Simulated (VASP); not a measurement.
# Sc (I4/mmm) in VASP: relaxation of cell and atoms with PBE

Aim: the relaxation of cell and atoms of Sc with PBE.

All numbers are computed with VASP 6.6.1; they aren't measurements. Logs are shortened: lines on timing, memory, paths and dates and some standing lists are left out, and cuts for length are marked.

## (1) The cell of the first run

The structure is tetragonal, space group I4/mmm (No. 139). Conventional cell: a = 3.694 Å, b = 3.694 Å, c = 3.679 Å, α = 90.00°, β = 90.00°, γ = 90.00°. Within 4.2 Å of Sc (site symmetry 4/mmm) lie 14 Sc at 3.19 to 3.69 Å.

This isn't the form of Sc at room conditions, which is hcp.

## (2) Relaxation of cell and atoms, PBE

The input, INCAR:

```
SYSTEM = Sc
PREC = Accurate
ENCUT = 600
EDIFF = 1E-7
ISMEAR = 0
SIGMA = 0.1
LREAL = .False.
LASPH = .True.
NELM = 100
ALGO = Normal
ISIF = 3
LWAVE = .False.
LCHARG = .False.
GGA = PE
IBRION = 2
NSW = 80
EDIFFG = -0.01
```

The input, KPOINTS:

```
Automatic mesh
0
Gamma
  16 16 16
  0 0 0
```

The input, POSCAR:

```
Sc
1.0
   -1.8470437550      1.8470437550      1.8394025449
    1.8470437550     -1.8470437550      1.8394025449
    1.8470437550      1.8470437550     -1.8394025449
Sc
1
Direct
    0.5000000000      0.5000000000      0.0000000000
```

Potentials or basis: VASP PAW PBE potentials, release 64 (Sc_sv).

Command:

```
$ cat potpaw_PBE.64/Sc_sv/POTCAR > POTCAR
$ mpirun -np 1 vasp_std > vasp.out
```

OUTCAR:

```text
SYSTEM = Sc
   PREC = Accurate
   ENCUT = 600
   EDIFF = 1E-7
   ISMEAR = 0
   LREAL = .False.
   LASPH = .True.
   NELM = 100
   ISIF = 3
   GGA = PE
   IBRION = 2
   NSW = 80
   EDIFFG = -0.01

 ion  position               nearest neighbor table
   1  0.500  0.500  0.000-

  LATTYP: Found a body centered tetragonal cell.
 ALAT       =     3.6940875100
 C/A-ratio  =     0.9958630054

  Lattice vectors:

 A1 = (  -1.8470437550,   1.8470437550,   1.8394025449)
 A2 = (   1.8470437550,  -1.8470437550,   1.8394025449)
 A3 = (   1.8470437550,   1.8470437550,  -1.8394025449)

Analysis of symmetry for initial positions (statically):
=====================================================================
 Subroutine PRICEL returns:
 Original cell was already a primitive cell.

 Routine SETGRP: Setting up the symmetry group for a
 body centered tetragonal supercell.

 Subroutine GETGRP returns: Found 16 space group operations
 (whereof 16 operations were pure point group operations)
 out of a pool of 16 trial point group operations.

The static configuration has the point symmetry D_4h.

Analysis of symmetry for dynamics (positions and initial velocities):
=====================================================================
 Subroutine PRICEL returns:
 Original cell was already a primitive cell.

 Routine SETGRP: Setting up the symmetry group for a
 body centered tetragonal supercell.

 Subroutine GETGRP returns: Found 16 space group operations
 (whereof 16 operations were pure point group operations)
 out of a pool of 16 trial point group operations.

The dynamic configuration has the point symmetry D_4h.

 Subroutine INISYM returns: Found 16 space group operations
 (whereof 16 operations are pure point group operations),
 and found     1 'primitive' translations

----------------------------------------------------------------------------------------

                                     Primitive cell

  volume of cell :      25.1010

  direct lattice vectors                    reciprocal lattice vectors
    -1.847043755  1.847043755  1.839402545     0.000000000  0.270702845  0.271827394
     1.847043755 -1.847043755  1.839402545     0.270702845  0.000000000  0.271827394
     1.847043755  1.847043755 -1.839402545     0.270702845  0.270702845  0.000000000

  length of vectors
     3.194768065  3.194768065  3.194768065     0.383627635  0.383627635  0.382831635

  position of ions in fractional coordinates (direct lattice)
     0.500000000  0.500000000  0.000000000
[... 94 lines left out ...]
   IMIX   =      4    mixing-type and parameters
     AMIX     =   0.40;   BMIX     =  1.00
     AMIX_MAG =   1.60;   BMIX_MAG =  1.00
  volume/ion in A,a.u.               =      25.10       169.39
  Fermi-wavevector in a.u.,A,eV,Ry     =   1.243489  2.349854 21.038217  1.546265
  Thomas-Fermi vector in A             =   2.377798
   LORBIT       =      0    0 simple, 1 ext, 2 COOP (PROOUT), +10 PAW based schemes
   GGA     = PE    functional components
   LHFCALC =     F    Hartree Fock is set to
   AEXX    =    0.0000 exact exchange contribution
   IVDW    =     0    specifies the selected vdW correction
   LEPSILON=     F    determine dielectric tensor
   LRPA    =     F    only Hartree local field effects (RPA)
 conjugate gradient relaxation of ions
 non-spin polarized calculation
 Gauss-broadening in eV      SIGMA  =   0.10
  energy-cutoff  :      600.00
  volume of cell :       25.10
 maximum number of plane-waves:       887
 NGX is ok and might be reduce to    28
   NGX = 13   NGY = 13   NGZ = 13

--------------------------------------- Ionic step        1  -------------------------------------------

 number of electron      11.0000002 magnetization

 Free energy of the ion-electron system (eV)
  ---------------------------------------------------
  ext. energy  EPLUGINS =         0.00000000
  ---------------------------------------------------
  free energy    TOTEN  =        -6.15093738 eV

  energy without entropy =       -6.13733773  energy(sigma->0) =       -6.14413756

------------------------ aborting loop because EDIFF is reached ----------------------------------------

  FORCE on cell =-STRESS in cart. coord.  units (eV):
  Direction    XX          YY          ZZ          XY          YZ          ZX
  --------------------------------------------------------------------------------------
  -------------------------------------------------------------------------------------
  Total       -0.0655351     -0.0655351     -0.0653462      0.0000000      0.0000000      0.0000000
  in kB       -4.1830506     -4.1830506     -4.1709937      0.0000000      0.0000000      0.0000000
  external PRESSURE =      -4.1790317 kB  Pullay stress =       0.0000000 kB
[... 57 lines left out ...]
--------------------------------------- Ionic step        3  -------------------------------------------

 number of electron      11.0000002 magnetization

 Free energy of the ion-electron system (eV)
  ---------------------------------------------------
  ext. energy  EPLUGINS =         0.00000000
  ---------------------------------------------------
  free energy    TOTEN  =        -6.15119380 eV

  energy without entropy =       -6.13763422  energy(sigma->0) =       -6.14441401

 E-fermi :   3.7308     XC(G=0):  -9.8418

 val. band max:        3.7228724020   @ k =   0.3750   0.3750   0.0625
 cond. band min:       3.7315113384   @ k =   0.4375   0.3750   0.0000
 fundamental gap:      0.0086389364
 Fermi energy:         3.7307827020

 k-point     1 :       0.0000    0.0000    0.0000
  band No.  band energies     occupation
      1     -45.8916      2.00000
      2     -24.3056      2.00000
      3     -24.3056      2.00000
      4     -24.3048      2.00000
      5      -1.4857      2.00000
      6       5.1489      0.00000
      7       5.1735      0.00000
      8       5.1735      0.00000
      9       6.5380      0.00000
[... 265 lines left out ...]
 k-point    24 :      -0.0625    0.0625    0.0000
  band No.  band energies     occupation
      1     -45.8893      2.00000
      2     -24.3206      2.00000
      3     -24.3095      2.00000
      4     -24.3056      2.00000
      5      -1.3821      2.00000
      6       5.1226      0.00000
      7       5.1306      0.00000
      8       5.2494      0.00000
      9       6.4773      0.00000

 [... further k-points ...]

------------------------ aborting loop because EDIFF is reached ----------------------------------------

  FORCE on cell =-STRESS in cart. coord.  units (eV):
  Direction    XX          YY          ZZ          XY          YZ          ZX
  --------------------------------------------------------------------------------------
  -------------------------------------------------------------------------------------
  Total        0.0001909      0.0001909      0.0002844      0.0000000     -0.0000000     -0.0000000
  in kB        0.0122797      0.0122797      0.0182945      0.0000000     -0.0000000     -0.0000000
  external PRESSURE =       0.0142846 kB  Pullay stress =       0.0000000 kB
[... 16 lines left out ...]
  FREE ENERGIE OF THE ION-ELECTRON SYSTEM (eV)
  ---------------------------------------------------
  free  energy   TOTEN  =        -6.1511938035 eV

  energy  without entropy=       -6.1376342157  energy(sigma->0) =       -6.14441401

 reached required accuracy - stopping structural energy minimisation
```

OSZICAR:

```text
N       E                     dE             d eps       ncg     rms          rms(c)
DAV:   1     0.137043497735E+03    0.13704E+03   -0.65243E+03  6291   0.136E+03
DAV:   2    -0.429056207847E+01   -0.14133E+03   -0.14019E+03  6457   0.384E+02
[... 20 lines left out ...]
   2 F= -.61511828E+01 E0= -.61444071E+01  d E =-.245449E-03
       N       E                     dE             d eps       ncg     rms          rms(c)
DAV:   1    -0.615150803500E+01   -0.32523E-03   -0.88878E-03  8456   0.165E+00    0.118E-01
DAV:   2    -0.615120901922E+01    0.29902E-03   -0.10389E-03  9183   0.481E-01    0.303E-02
DAV:   3    -0.615119554292E+01    0.13476E-04   -0.56722E-05  9492   0.114E-01    0.131E-02
DAV:   4    -0.615119376590E+01    0.17770E-05   -0.27642E-06  6842   0.204E-02    0.711E-04
DAV:   5    -0.615119380346E+01   -0.37559E-07   -0.38160E-08  3567   0.396E-03
   3 F= -.61511938E+01 E0= -.61444140E+01  d E =-.256425E-03
```

Run time: 3.9 min. Hardware: 1 thread of Intel Xeon 8259CL, shared host; peak memory 0.26 GiB.

What came out:

```
Free energy                           : -6.1512 eV
Relaxed volume                        : 24.90 Å³/atom
Relaxed cell                          : a = 3.186 Å, b = 3.186 Å, c = 3.186 Å, α = 109.36°, β = 109.36°, γ = 109.69°
Space group after relaxing (to 0.1 Å) : Im-3m (No. 229)
Energy gained by relaxing             : 0.3 meV/atom
Ionic steps                           : 3
Pressure after relaxing               : 0.0 GPa
Band gap on the k mesh                : zero (an odd number of electrons rules out a gap without spin polarisation)
```

Step by step:
```tsv
step	energy change (eV)	largest force (eV/Å)	pressure (GPa)	volume (Å³)
1	0.0000	0.0000	-0.42	25.10
2	-0.0002	0.0000	0.09	24.86
3	-0.0003	0.0000	0.00	24.90
```

Final structure:
```cif
data_structure
_symmetry_space_group_name_H-M 'P 1'
_symmetry_Int_Tables_number 1
_cell_length_a 3.1864
_cell_length_b 3.1864
_cell_length_c 3.1864
_cell_angle_alpha 109.360
_cell_angle_beta 109.360
_cell_angle_gamma 109.695
_cell_volume 24.90
loop_
_atom_site_label
_atom_site_type_symbol
_atom_site_fract_x
_atom_site_fract_y
_atom_site_fract_z
_atom_site_occupancy
Sc1 Sc 0.50000 0.50000 0.00000 1
```
